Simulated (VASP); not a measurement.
# Mg (P-1) in VASP: single point with PBEsol

Aim: the single point of Mg with PBEsol.

All numbers are computed with VASP 6.6.1; they aren't measurements. Logs are shortened: lines on timing, memory, paths and dates and some standing lists are left out, and cuts for length are marked.

**1. The cell of the first run**

The typed cell holds 1 atom: a = 3.064 Å, b = 3.151 Å, c = 3.237 Å, α = 88.59°, β = 92.32°, γ = 120.14°.

**2. Single point, PBEsol (the cell strained at random)**

File INCAR:

```
SYSTEM = Mg
PREC     = Accurate       ! precision mode
ENCUT    = 520            ! plane-wave cutoff, eV
EDIFF    = 1E-7           ! SCF threshold, eV
ISMEAR   = 0              ! smearing method
SIGMA    = 0.1            ! smearing width, eV
LREAL    = .FALSE.        ! projectors in reciprocal space
LASPH    = .TRUE.         ! aspherical terms in the spheres
NELM     = 80             ! most SCF steps
ALGO     = Fast           ! electronic algorithm
ISIF     = 2              ! what is computed and relaxed
LWAVE    = .FALSE.        ! write WAVECAR
LCHARG   = .TRUE.         ! write CHGCAR
GGA      = PS             ! functional
LELF     = .TRUE.         ! ELF
LVHAR    = .TRUE.       
NBANDS   = 7              ! bands
```

File KPOINTS:

```
Automatic mesh
0
G
  14 14 12
  0 0 0
```

File POSCAR:

```
Mg
1.0
    3.0635686046     -0.0282457762     -0.0638122718
   -1.5562458621      2.7390772391      0.0394612181
   -0.0636980020      0.0087082355      3.2364796467
Mg
1
Direct
    0.0000000000      0.0000000000      0.0000000000
```

Potentials or basis: VASP PAW PBE potentials, release 64 (Mg).

Started as:

```bash
$ cat potpaw_PBE.64/Mg/POTCAR > POTCAR
$ mpirun -np 1 vasp_std > vasp.out
```

OUTCAR:

```text
SYSTEM = Mg
   PREC = Accurate
   ENCUT = 520
   EDIFF = 1E-7
   ISMEAR = 0
   LREAL = .FALSE.
   LASPH = .TRUE.
   NELM = 80
   ISIF = 2
   GGA = PS

 ion  position               nearest neighbor table
   1  0.000  0.000  0.000-

  LATTYP: Found a triclinic cell.
 ALAT       =     4.4494627384
 B/A-ratio  =     0.7275301127
 C/A-ratio  =     1.2249005222
 COS(alpha) =     0.0056385190
 COS(beta)  =     0.6102683817
 COS(gamma) =     0.7170313281

  Lattice vectors:

 A1 = (  -1.4436247405,  -2.7195396984,  -3.2121285930)
 A2 = (   0.0636980020,  -0.0087082355,  -3.2364796467)
 A3 = (   0.0489231196,  -5.4499087020,  -0.0151101644)

Analysis of symmetry for initial positions (statically):
=====================================================================
 Subroutine PRICEL returns:
 Original cell was already a primitive cell.

 Routine SETGRP: Setting up the symmetry group for a
 triclinic supercell.

 Subroutine GETGRP returns: Found  2 space group operations
 (whereof  2 operations were pure point group operations)
 out of a pool of  2 trial point group operations.

The static configuration has the point symmetry S_2 .

Analysis of symmetry for dynamics (positions and initial velocities):
=====================================================================
 Subroutine PRICEL returns:
 Original cell was already a primitive cell.

 Routine SETGRP: Setting up the symmetry group for a
 triclinic supercell.

 Subroutine GETGRP returns: Found  2 space group operations
 (whereof  2 operations were pure point group operations)
 out of a pool of  2 trial point group operations.

The dynamic configuration has the point symmetry S_2 .

 Subroutine INISYM returns: Found  2 space group operations
 (whereof  2 operations are pure point group operations),
 and found     1 'primitive' translations

----------------------------------------------------------------------------------------

                                     Primitive cell

  volume of cell :      27.0049

  direct lattice vectors                    reciprocal lattice vectors
     3.063568605 -0.028245776 -0.063812272     0.328259605  0.186419534  0.005958973
    -1.556245862  2.739077239  0.039461218     0.003364616  0.367011383 -0.000921279
    -0.063698002  0.008708235  3.236479647     0.006431129 -0.000799283  0.309106412

  length of vectors
     3.064363298  3.150555902  3.237118128     0.377547508  0.367027961  0.309174339

  position of ions in fractional coordinates (direct lattice)
     0.000000000  0.000000000  0.000000000

  ion indices of the primitive-cell ions
   primitive index   ion index
                 1           1

----------------------------------------------------------------------------------------

 KPOINTS: Automatic mesh

Automatic generation of k-mesh.
 Grid dimensions read from file:
 generate k-points for:   14   14   12

 Generating k-lattice:

  Cartesian coordinates                     Fractional coordinates (reciprocal lattice)
     0.023447115  0.013315681  0.000425641     0.071428571  0.000000000  0.000000000
     0.000240330  0.026215099 -0.000065806    -0.000000000  0.071428571  0.000000000
     0.000535927 -0.000066607  0.025758868    -0.000000000  0.000000000  0.083333333

  Length of vectors
     0.026967679  0.026216283  0.025764528

  Shift w.r.t. Gamma in fractional coordinates (k-lattice)
     0.000000000  0.000000000  0.000000000

 Subroutine IBZKPT returns following result:
 ===========================================

 Found   1180 irreducible k-points:

 Following reciprocal coordinates:
            Coordinates               Weight
  0.000000  0.000000  0.000000      1.000000
  0.071429 -0.000000  0.000000      2.000000
  0.142857 -0.000000 -0.000000      2.000000
  0.214286 -0.000000  0.000000      2.000000
  0.285714 -0.000000  0.000000      2.000000
  0.357143 -0.000000  0.000000      2.000000
[... 16 lines left out ...]
 -0.000000  0.142857 -0.000000      2.000000
  0.071429  0.142857  0.000000      2.000000
 [... further k-points ...]
   k-points           NKPTS =   1180   k-points in BZ     NKDIM =   1180   number of bands    NBANDS=      7
   number of dos      NEDOS =    301   number of ions     NIONS =      1
   total plane-waves  NPLWV =  13824
   dimension x,y,z NGX =    24 NGY =   24 NGZ =   24
   dimension x,y,z NGXF=    48 NGYF=   48 NGZF=   48
   ions per type =               1
   NGX,Y,Z   is equivalent  to a cutoff of  13.02, 12.66, 12.33 a.u.
   NGXF,Y,Z  is equivalent  to a cutoff of  26.04, 25.33, 24.65 a.u.
 SYSTEM =  Mg
   PREC   = accura    normal or accurate (medium, high low for compatibility)
   ISTART =      0    job   : 0-new  1-cont  2-samecut
   ICHARG =      2    charge: 1-file 2-atom 10-const
   ISPIN  =      1    spin polarized calculation?
   LNONCOLLINEAR =      F non collinear calculations
   LSORBIT =      F    spin-orbit coupling
   LASPH  =      T    aspherical Exc in radial PAW
   ENCUT  =  520.0 eV  38.22 Ry    6.18 a.u.   5.70  5.86  6.02*2*pi/ulx,y,z
   NELM   =     80;   NELMIN=  2; NELMDL= -5     # of ELM steps
   EDIFF  = 0.1E-06   stopping-criterion for ELM
   LREAL  =      F    real-space projection
   EDIFFG = 0.1E-05   stopping-criterion for IOM
   NSW    =      0    number of steps for IOM
   IBRION =     -1    ionic relax: 0-MD 1-quasi-New 2-CG
   NFREE  =      0    steps in history (QN), initial steepest desc. (CG)
   ISIF   =      2    stress and relaxation
   ISYM   =      2    0-nonsym 1-usesym 2-fastsym
   POTIM  = 0.5000    time-step for ionic-motion
   TEBEG  =    0.0;   TEEND  =   0.0 temperature during run
   PSTRESS=    0.0 pullay stress
   NELECT =       2.0000    total number of electrons
   NUPDOWN=      -1.0000    fix difference up-down
   EMIN   =  10.00;   EMAX   =-10.00  energy-range for DOS
   EFERMI =   0.00;   METHOD = LEGACY
   ISMEAR =     0;   SIGMA  =   0.10  broadening in eV -4-tet -1-fermi 0-gaus
   EFERMI_NEDOS =   21; number of points for ismear=-14 and -15
   IALGO  =     68    algorithm
   IMIX   =      4    mixing-type and parameters
     AMIX     =   0.40;   BMIX     =  1.00
     AMIX_MAG =   1.60;   BMIX_MAG =  1.00
  volume/ion in A,a.u.               =      27.00       182.24
  Fermi-wavevector in a.u.,A,eV,Ry     =   0.687497  1.299180  6.430815  0.472652
  Thomas-Fermi vector in A             =   1.768028
   LORBIT       =      0    0 simple, 1 ext, 2 COOP (PROOUT), +10 PAW based schemes
   GGA     = PS    functional components
   LHFCALC =     F    Hartree Fock is set to
   AEXX    =    0.0000 exact exchange contribution
   IVDW    =     0    specifies the selected vdW correction
   LEPSILON=     F    determine dielectric tensor
   LRPA    =     F    only Hartree local field effects (RPA)
 non-spin polarized calculation
 RMM-DIIS sequential band-by-band and
 Gauss-broadening in eV      SIGMA  =   0.10
  energy-cutoff  :      520.00
  volume of cell :       27.00
 maximum number of plane-waves:       744
   NGX = 11   NGY = 11   NGZ = 13

 number of electron       2.0000000 magnetization

 Free energy of the ion-electron system (eV)
  ---------------------------------------------------
  ext. energy  EPLUGINS =         0.00000000
  ---------------------------------------------------
  free energy    TOTEN  =        -1.47022603 eV

  energy without entropy =       -1.46785621  energy(sigma->0) =       -1.46904112

 E-fermi :   1.7584     XC(G=0):  -8.0101

 val. band max:        1.7508257709   @ k =   0.5000   0.1429   0.4167
 cond. band min:       1.7609070102   @ k =  -0.1429  -0.3571   0.4167
 fundamental gap:      0.0100812393
 Fermi energy:         1.7584086370

 k-point     1 :       0.0000    0.0000    0.0000
  band No.  band energies     occupation
      1      -4.4981      2.00000
      2       8.9416      0.00000
      3       9.0755      0.00000
      4      13.7448      0.00000
      5      14.5363      0.00000
      6      14.6727      0.00000
      7      15.2435      0.00000

 k-point     2 :       0.0714   -0.0000    0.0000
  band No.  band energies     occupation
      1      -4.3884      2.00000
      2       8.9534      0.00000
      3       9.1906      0.00000
      4      12.7991      0.00000
      5      13.0632      0.00000
      6      14.7366      0.00000
      7      15.7541      0.00000

 k-point     3 :       0.1429   -0.0000   -0.0000
  band No.  band energies     occupation
      1      -4.0602      2.00000
      2       8.9132      0.00000
      3       9.4744      0.00000
      4      10.7788      0.00000
      5      12.0228      0.00000
      6      14.0083      0.00000
      7      17.2585      0.00000

 k-point     4 :       0.2143   -0.0000    0.0000
  band No.  band energies     occupation
      1      -3.5157      2.00000
      2       7.8503      0.00000
      3       9.7115      0.00000
      4      10.0437      0.00000
      5      11.2135      0.00000
      6      13.4681      0.00000
      7      18.9762      0.00000

 k-point     5 :       0.2857   -0.0000    0.0000
  band No.  band energies     occupation
      1      -2.7584      2.00000
      2       5.9320      0.00000
      3       9.7483      0.00000
      4      10.5758      0.00000
      5      10.6114      0.00000
      6      13.3670      0.00000
      7      18.2776      0.00000
[... 161 lines left out ...]
 k-point    22 :      -0.0714    0.0714   -0.0000
  band No.  band energies     occupation
      1      -4.3918      2.00000
      2       8.9400      0.00000
      3       9.1930      0.00000
      4      12.3857      0.00000
      5      13.3632      0.00000
      6      14.9413      0.00000
      7      15.9427      0.00000

 k-point    23 :      -0.0000    0.1429   -0.0000
  band No.  band energies     occupation
      1      -4.0843      2.00000
      2       8.7294      0.00000
      3       9.4301      0.00000
      4      10.2864      0.00000
      5      12.7662      0.00000
      6      14.4361      0.00000
      7      17.6410      0.00000

 k-point    24 :       0.0714    0.1429    0.0000
  band No.  band energies     occupation
      1      -3.7624      2.00000
      2       8.1805      0.00000
      3       9.6383      0.00000
      4       9.7203      0.00000
      5      11.7254      0.00000
      6      15.1586      0.00000
      7      17.1134      0.00000

 [... further k-points ...]
[... 5 lines left out ...]
  --------------------------------------------------------------------------------------
  -------------------------------------------------------------------------------------
  Total       -0.0505852     -0.2780506     -0.4727801      0.0554871      0.0100608     -0.0804101
  in kB       -3.0011753    -16.4964886    -28.0496117      3.2920005      0.5968970     -4.7706606
  external PRESSURE =     -15.8490919 kB  Pullay stress =       0.0000000 kB

 VOLUME and BASIS-vectors are now :
 -----------------------------------------------------------------------------
  energy-cutoff  :      520.00
  volume of cell :       27.00
      direct lattice vectors                 reciprocal lattice vectors
     3.063568605 -0.028245776 -0.063812272     0.328259605  0.186419534  0.005958973
    -1.556245862  2.739077239  0.039461218     0.003364616  0.367011383 -0.000921279
    -0.063698002  0.008708235  3.236479647     0.006431129 -0.000799283  0.309106412

 POSITION                                       TOTAL-FORCE (eV/Angst)
 -----------------------------------------------------------------------------------
      0.00000      0.00000      0.00000         0.000000     -0.000000      0.000000
 -----------------------------------------------------------------------------------
    total drift:                                0.000000      0.000000      0.000000

  FREE ENERGIE OF THE ION-ELECTRON SYSTEM (eV)
  ---------------------------------------------------
  free  energy   TOTEN  =        -1.4702260254 eV

  energy  without entropy=       -1.4678562116  energy(sigma->0) =       -1.46904112
```

Wall time 45 s (1 thread of Intel Xeon Platinum 8559C (Emerald Rapids), shared host); peak memory 0.33 GiB.

What came out:

- Free energy: -1.4702 eV
- Pressure: -1.6 GPa
- Band gap on the k mesh: zero (band 1 reaches 4.07 eV, above the bottom of band 2 at -0.44 eV)

Stress tensor (GPa, compression positive):
```
-0.30  0.33 -0.48
 0.33 -1.65  0.06
-0.48  0.06 -2.80
```

Caveat: the cell differs from its parent crystal (the cell strained at random); the PAW data sets were made with another functional, which shifts forces and pressure a little.
